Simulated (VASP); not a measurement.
# ZnAs2C (P-4m2) in VASP: notebook, part 2 of 2

VASP 6.6.1. Earlier steps stand in the parts before.

### 3 Single point, r2SCAN

This run uses another cell than the first one, of 16.97 Å³/atom.

The input, POSCAR:

```
ZnAs2C
1.0
    3.5571468268      0.0000000000      0.0000000000
    0.0000000000      3.5571468268      0.0000000000
    0.0000000000      0.0000000000     10.7284399914
Zn As C
2 4 2
Direct
    0.5000000000      0.0000000000      0.8539916861
    0.0000000000      0.5000000000      0.1460083139
    0.5000000000      0.5000000000      0.0000000000
    0.0000000000      0.0000000000      0.2998228997
    0.5000000000      0.5000000000      0.5000000000
    0.0000000000      0.0000000000      0.7001771003
    0.5000000000      0.0000000000      0.4035748780
    0.0000000000      0.5000000000      0.5964251220
```

The input, INCAR.step1:

```
PREC = Accurate
ENCUT = 660
ISMEAR = -1
SIGMA = 0.02
LREAL = False
LASPH = True
NELM = 120
NBANDS = 36
GGA = PE
ALGO = Normal
EDIFF = 1E-5
LWAVE = True
LCHARG = False
GGA_COMPAT = False
```

The input, INCAR.step2:

```
PREC = Accurate
ENCUT = 660
EDIFF = 1E-6
ISMEAR = -1
SIGMA = 0.02
LREAL = False
LASPH = True
NELM = 120
ALGO = Normal
ISIF = 2
LWAVE = False
LCHARG = False
METAGGA = R2SCAN
LMIXTAU = True
NBANDS = 36
ISTART = 1
GGA_COMPAT = False
```

The input, KPOINTS:

```
regular mesh
0
Gamma
  6 6 2
```

Potentials or basis: VASP PAW PBE potentials, release 64 (Zn, As, C).

Command:

```sh
$ cat potpaw_PBE.64/Zn/POTCAR potpaw_PBE.64/As/POTCAR potpaw_PBE.64/C/POTCAR > POTCAR
$ cp INCAR.step1 INCAR
$ mpirun -np 1 vasp_std > vasp.out
$ cp INCAR.step2 INCAR
$ mpirun -np 1 vasp_std > vasp.out
```

OUTCAR:

```text
PREC = Accurate
   ENCUT = 660
   EDIFF = 1E-6
   ISMEAR = -1
   LREAL = False
   LASPH = True
   NELM = 120
   ISIF = 2
   METAGGA = R2SCAN
   ISTART = 1

 ion  position               nearest neighbor table
   1  0.500  0.000  0.854-   3 2.37   3 2.37   6 2.43   6 2.43
   2  0.000  0.500  0.146-   3 2.37   3 2.37   4 2.43   4 2.43
   3  0.500  0.500  0.000-   1 2.37   2 2.37   1 2.37   2 2.37
   4  0.000  0.000  0.300-   7 2.10   7 2.10   2 2.43   2 2.43
   5  0.500  0.500  0.500-   7 2.06   8 2.06   7 2.06   8 2.06
   6  0.000  0.000  0.700-   8 2.10   8 2.10   1 2.43   1 2.43
   7  0.500  0.000  0.404-   5 2.06   5 2.06   4 2.10   4 2.10
   8  0.000  0.500  0.596-   5 2.06   5 2.06   6 2.10   6 2.10

  LATTYP: Found a simple tetragonal cell.
 ALAT       =     3.5571468268
 C/A-ratio  =     3.0160239410

  Lattice vectors:

 A1 = (   3.5571468268,   0.0000000000,   0.0000000000)
 A2 = (   0.0000000000,   3.5571468268,   0.0000000000)
 A3 = (   0.0000000000,   0.0000000000,  10.7284399914)

Analysis of symmetry for initial positions (statically):
=====================================================================
 Subroutine PRICEL returns:
 Original cell was already a primitive cell.

 Routine SETGRP: Setting up the symmetry group for a
 simple tetragonal supercell.

 Subroutine GETGRP returns: Found  8 space group operations
 (whereof  8 operations were pure point group operations)
 out of a pool of 16 trial point group operations.

The static configuration has the point symmetry D_2d.

Analysis of symmetry for dynamics (positions and initial velocities):
=====================================================================
 Subroutine PRICEL returns:
 Original cell was already a primitive cell.
[... 134 lines left out ...]
     AMIX     =   0.40;   BMIX     =  1.00
     AMIX_MAG =   1.60;   BMIX_MAG =  1.00
  volume/ion in A,a.u.               =      16.97       114.51
  Fermi-wavevector in a.u.,A,eV,Ry     =   1.188947  2.246784 19.233133  1.413595
  Thomas-Fermi vector in A             =   2.325065
   LORBIT       =      0    0 simple, 1 ext, 2 COOP (PROOUT), +10 PAW based schemes
   METAGGA = R2SCAN    functional components
   LHFCALC =     F    Hartree Fock is set to
   AEXX    =    0.0000 exact exchange contribution
   IVDW    =     0    specifies the selected vdW correction
   LEPSILON=     F    determine dielectric tensor
   LRPA    =     F    only Hartree local field effects (RPA)
 non-spin polarized calculation
  energy-cutoff  :      660.00
  volume of cell :      135.75
 maximum number of plane-waves:      5284
 NGX is ok and might be reduce to    30
   NGX = 15   NGY = 15   NGZ = 45

 number of electron      52.0000009 magnetization

 Free energy of the ion-electron system (eV)
  ---------------------------------------------------
  ext. energy  EPLUGINS =         0.00000000
  ---------------------------------------------------
  free energy    TOTEN  =       -91.73258806 eV

  energy without entropy =      -91.72725588  energy(sigma->0) =      -91.72992197

 E-fermi :   4.6338     XC(G=0): -10.8473

 val. band max:        4.6322099879   @ k =   0.5000   0.0000   0.5000
 cond. band min:       4.6392326208   @ k =   0.3333   0.0000   0.5000
 fundamental gap:      0.0070226329
 Fermi energy:         4.6337815108

 k-point     1 :       0.0000    0.0000    0.0000
  band No.  band energies     occupation
      1     -13.1159      2.00000
      2     -10.7420      2.00000
      3      -8.2600      2.00000
      4      -7.2415      2.00000
      5      -5.1355      2.00000
      6      -3.3116      2.00000
[... 769 lines left out ...]
     35      10.8806      0.00000
     36      11.2681      0.00000

------------------------ aborting loop because EDIFF is reached ----------------------------------------

  FORCE on cell =-STRESS in cart. coord.  units (eV):
  Direction    XX          YY          ZZ          XY          YZ          ZX
  --------------------------------------------------------------------------------------
  -------------------------------------------------------------------------------------
  Total        0.0922906      0.0922906      0.0778661      0.0000000      0.0000000     -0.0000000
  in kB        1.0892503      1.0892503      0.9190074      0.0000000      0.0000000     -0.0000000
  external PRESSURE =       1.0325026 kB  Pullay stress =       0.0000000 kB

 VOLUME and BASIS-vectors are now :
 -----------------------------------------------------------------------------
  energy-cutoff  :      660.00
  volume of cell :      135.75
      direct lattice vectors                 reciprocal lattice vectors
     3.557146827  0.000000000  0.000000000     0.281124184  0.000000000  0.000000000
     0.000000000  3.557146827  0.000000000     0.000000000  0.281124184  0.000000000
     0.000000000  0.000000000 10.728439991     0.000000000  0.000000000  0.093210197

 POSITION                                       TOTAL-FORCE (eV/Angst)
 -----------------------------------------------------------------------------------
      1.77857      0.00000      9.16200        -0.000000      0.000000      0.008342
      0.00000      1.77857      1.56644        -0.000000     -0.000000     -0.008342
      1.77857      1.77857      0.00000        -0.000000     -0.000000      0.000000
      0.00000      0.00000      3.21663         0.000000      0.000000      0.001754
      1.77857      1.77857      5.36422        -0.000000     -0.000000      0.000000
      0.00000      0.00000      7.51181        -0.000000      0.000000     -0.001754
      1.77857      0.00000      4.32973        -0.000000      0.000000      0.004325
      0.00000      1.77857      6.39871        -0.000000      0.000000     -0.004325
 -----------------------------------------------------------------------------------
    total drift:                                0.000000      0.000000      0.000000

  FREE ENERGIE OF THE ION-ELECTRON SYSTEM (eV)
  ---------------------------------------------------
  free  energy   TOTEN  =       -91.7325880604 eV

  energy  without entropy=      -91.7272558791  energy(sigma->0) =      -91.72992197
```

OUTCAR.step1:

```text
PREC = Accurate
   ENCUT = 660
   ISMEAR = -1
   LREAL = False
   LASPH = True
   NELM = 120
[... 1017 lines left out ...]
      0.00000      0.00000      7.51181         0.000000      0.000000     -0.194193
      1.77857      0.00000      4.32973         0.000000      0.000000     -0.062163
      0.00000      1.77857      6.39871         0.000000      0.000000      0.062163
 -----------------------------------------------------------------------------------
    total drift:                                0.000000      0.000000      0.000000

  FREE ENERGIE OF THE ION-ELECTRON SYSTEM (eV)
  ---------------------------------------------------
  free  energy   TOTEN  =       -34.3082300612 eV

  energy  without entropy=      -34.3044596243  energy(sigma->0) =      -34.30634484
```

Run time: 3.7 min. Hardware: 1 thread of Intel Xeon 6975P-C (Granite Rapids), shared host; peak memory 0.38 GiB.

What came out:

```yaml
Free_energy: -91.7326 eV
Pressure: 0.1 GPa
Largest_force: 0.008 eV/Å
Band_gap_on_the_k_mesh: zero (bands 26 and 27 overlap by 0.21 eV)
```

Forces in eV/Å, atoms in the order of the input:
```
Zn   0.000  0.000  0.008
Zn   0.000  0.000 -0.008
As   0.000  0.000  0.000
As   0.000  0.000  0.002
As   0.000  0.000  0.000
As   0.000  0.000 -0.002
C    0.000  0.000  0.004
C    0.000  0.000 -0.004
```

Levels at points of the mesh, in eV from the Fermi level:
| k point | band 23 | band 24 | band 25 | band 26 | band 27 | band 28 | band 29 | band 30 |
| --- | --- | --- | --- | --- | --- | --- | --- | --- |
| (0.00, 0.00, 0.00) | -1.24 | -0.48 | -0.39 | -0.39 | -0.20 | 0.53 | 0.94 | 0.94 |
| (0.50, 0.00, 0.00) | -2.38 | -2.13 | -0.78 | -0.35 | 0.07 | 1.09 | 2.61 | 2.89 |
| (0.50, 0.50, 0.00) | -3.84 | -3.28 | -3.28 | -2.44 | 1.44 | 1.44 | 1.64 | 1.76 |
| (0.00, 0.00, 0.50) | -1.02 | -0.72 | -0.21 | -0.21 | 0.16 | 0.62 | 0.62 | 0.72 |
| (0.50, 0.00, 0.50) | -3.26 | -2.93 | -0.38 | 0.00 | 0.07 | 1.09 | 2.44 | 2.77 |
| (0.50, 0.50, 0.50) | -4.01 | -3.36 | -3.36 | -2.52 | 2.10 | 2.10 | 2.25 | 2.53 |

Caveat: semilocal functionals underestimate gaps, and a narrow one can read as zero; the PAW data sets were made with another functional, which shifts forces and pressure a little.

### 4 Single point, r2SCAN (17.48 Å³/atom)

This run uses another cell than the first one, of 17.48 Å³/atom.

POSCAR: that of step 3 with these lines changed.

```diff
@@ -2,5 +2,5 @@
 1.0
-    3.5571468268      0.0000000000      0.0000000000
-    0.0000000000      3.5571468268      0.0000000000
-    0.0000000000      0.0000000000     10.7284399914
+    3.5923683929      0.0000000000      0.0000000000
+    0.0000000000      3.5923683929      0.0000000000
+    0.0000000000      0.0000000000     10.8346690781
 Zn As C
```

INCAR.step1 is that of step 3.

INCAR.step2 is that of step 3.

KPOINTS is that of step 3.

Command:

```sh
$ cat potpaw_PBE.64/Zn/POTCAR potpaw_PBE.64/As/POTCAR potpaw_PBE.64/C/POTCAR > POTCAR
$ cp INCAR.step1 INCAR
$ mpirun -np 1 vasp_std > vasp.out
$ cp INCAR.step2 INCAR
$ mpirun -np 1 vasp_std > vasp.out
```

It took 3.9 min on 1 thread of Intel Xeon 6975P-C (Granite Rapids), shared host; peak memory 0.39 GiB.

It converged, with:

| Quantity | Value |
| --- | --- |
| Free energy | -91.7025 eV |
| Pressure | -2.5 GPa |
| Largest force | 0.086 eV/Å |
| Band gap on the k mesh | zero (bands 26 and 27 overlap by 0.28 eV) |

Forces on the atoms (eV/Å):
```
Zn   0.000  0.000  0.043
Zn   0.000  0.000 -0.043
As   0.000  0.000  0.000
As   0.000  0.000  0.086
As   0.000  0.000  0.000
As   0.000  0.000 -0.086
C    0.000  0.000 -0.062
C    0.000  0.000  0.062
```

Stress tensor (GPa, compression positive):
```
-2.58  0.00  0.00
 0.00 -2.58  0.00
 0.00  0.00 -2.39
```

Levels at points of the mesh, in eV from the Fermi level:
```tsv
k point	band 22	band 23	band 24	band 25	band 26	band 27	band 28	band 29	band 30	band 31
(0.00, 0.00, 0.00)	-1.45	-1.19	-0.43	-0.36	-0.36	-0.27	0.55	0.91	0.91	3.27
(0.50, 0.00, 0.00)	-4.42	-2.30	-2.05	-0.81	-0.37	0.08	1.05	2.59	2.82	3.82
(0.50, 0.50, 0.00)	-4.75	-3.73	-3.16	-3.16	-2.34	1.46	1.46	1.66	1.80	4.23
(0.00, 0.00, 0.50)	-2.87	-0.93	-0.67	-0.19	-0.19	0.18	0.61	0.61	0.66	3.60
(0.50, 0.00, 0.50)	-3.73	-3.16	-2.85	-0.40	-0.01	0.08	1.05	2.43	2.71	3.84
(0.50, 0.50, 0.50)	-4.62	-3.88	-3.24	-3.24	-2.42	2.10	2.10	2.22	2.55	3.01
```

Caveat: semilocal functionals underestimate gaps, and a narrow one can read as zero; the PAW data sets were made with another functional, which shifts forces and pressure a little.

### 5 Single point, r2SCAN (17.99 Å³/atom)

This run uses another cell than the first one, of 17.99 Å³/atom.

POSCAR: that of step 4 with these lines changed.

```diff
@@ -2,5 +2,5 @@
 1.0
-    3.5923683929      0.0000000000      0.0000000000
-    0.0000000000      3.5923683929      0.0000000000
-    0.0000000000      0.0000000000     10.8346690781
+    3.6269125159      0.0000000000      0.0000000000
+    0.0000000000      3.6269125159      0.0000000000
+    0.0000000000      0.0000000000     10.9388549798
 Zn As C
```

The input, INCAR.step1:

```
PREC     = Accurate       # precision mode
ENCUT    = 660            # plane-wave cutoff, eV
ISMEAR   = -1             # smearing method
SIGMA    = 0.02           # smearing width, eV
LREAL    = False          # projectors in reciprocal space
LASPH    = True           # aspherical terms in the spheres
NELM     = 120            # most SCF steps
NBANDS   = 36             # bands
GGA      = PE             # functional
ALGO     = Normal         # electronic algorithm
EDIFF    = 1E-5           # SCF threshold, eV
LWAVE    = True           # write WAVECAR
LCHARG   = False          # write CHGCAR
GGA_COMPAT= False
```

The input, INCAR.step2:

```
PREC     = Accurate       # precision mode
ENCUT    = 660            # plane-wave cutoff, eV
EDIFF    = 1E-6           # SCF threshold, eV
ISMEAR   = -1             # smearing method
SIGMA    = 0.02           # smearing width, eV
LREAL    = False          # projectors in reciprocal space
LASPH    = True           # aspherical terms in the spheres
NELM     = 120            # most SCF steps
ALGO     = Normal         # electronic algorithm
ISIF     = 2              # what is computed and relaxed
LWAVE    = False          # write WAVECAR
LCHARG   = True           # write CHGCAR
METAGGA  = R2SCAN         # meta-GGA
LMIXTAU  = True         
LELF     = True           # ELF
LVHAR    = True         
NBANDS   = 36             # bands
ISTART   = 1            
GGA_COMPAT= False
```

KPOINTS is that of step 4.

Command:

```sh
$ cat potpaw_PBE.64/Zn/POTCAR potpaw_PBE.64/As/POTCAR potpaw_PBE.64/C/POTCAR > POTCAR
$ cp INCAR.step1 INCAR
$ mpirun -np 1 vasp_std > vasp.out
$ cp INCAR.step2 INCAR
$ mpirun -np 1 vasp_std > vasp.out
```

It took 4.2 min on 1 thread of Intel Xeon 6975P-C (Granite Rapids), shared host; peak memory 0.39 GiB.

It converged, with:

```yaml
Free_energy: -91.6110 eV
Pressure: -4.7 GPa
Largest_force: 0.160 eV/Å
Band_gap_on_the_k_mesh: zero (bands 26 and 27 overlap by 0.32 eV)
```

Forces on the atoms (eV/Å):
```
Zn   0.000  0.000  0.078
Zn   0.000  0.000 -0.078
As   0.000  0.000  0.000
As   0.000  0.000  0.160
As   0.000  0.000  0.000
As   0.000  0.000 -0.160
C    0.000  0.000 -0.121
C    0.000  0.000  0.121
```

Stress tensor (GPa, compression positive):
```
-4.87  0.00  0.00
 0.00 -4.87  0.00
 0.00  0.00 -4.46
```

Levels at points of the mesh, in eV from the Fermi level:
```
           k point  band 24  band 25  band 26  band 27  band 28  band 29
(0.00, 0.00, 0.00)    -0.39    -0.33    -0.33    -0.32     0.56     0.88
(0.50, 0.00, 0.00)    -1.98    -0.83    -0.38     0.09     1.02     2.58
(0.50, 0.50, 0.00)    -3.04    -3.04    -2.24     1.49     1.49     1.68
(0.00, 0.00, 0.50)    -0.62    -0.16    -0.16     0.20     0.60     0.60
(0.50, 0.00, 0.50)    -2.78    -0.41    -0.02     0.08     1.02     2.42
(0.50, 0.50, 0.50)    -3.12    -3.12    -2.31     2.10     2.10     2.19
```

Caveat: the cell stands under tension; semilocal functionals underestimate gaps, and a narrow one can read as zero; the PAW data sets were made with another functional, which shifts forces and pressure a little.

### 6 Overview

| cell | gap on the mesh (eV) | pressure (GPa) | largest force (eV/Å) |
| --- | --- | --- | --- |
| a = 3.521, b = 3.521, c = 10.620 Å, 8 atoms | none | 3.2 | 0.09 |
| a = 3.557, b = 3.557, c = 10.728 Å, 8 atoms | none | 0.1 | 0.01 |
| a = 3.592, b = 3.592, c = 10.835 Å, 8 atoms | none | -2.5 | 0.09 |
| a = 3.627, b = 3.627, c = 10.939 Å, 8 atoms | none | -4.7 | 0.16 |

Alike in all rows: task single point; level r2SCAN; potentials or basis VASP PAW PBE potentials, release 64 (Zn, As, C); no spin polarisation; k mesh 6 × 6 × 2; cutoff (eV) 660; smearing fermi-dirac 0.02 eV.

Caveats: semilocal functionals underestimate gaps, and a narrow one can read as zero; the PAW data sets were made with another functional, which shifts forces and pressure a little; the cell stands under pressure (at least some runs); the cell stands under tension (at least some runs).

Absolute energies hang on the potentials; compare differences alone.

The gap in the log of VASP goes by the Fermi energy; the results here count the filled bands.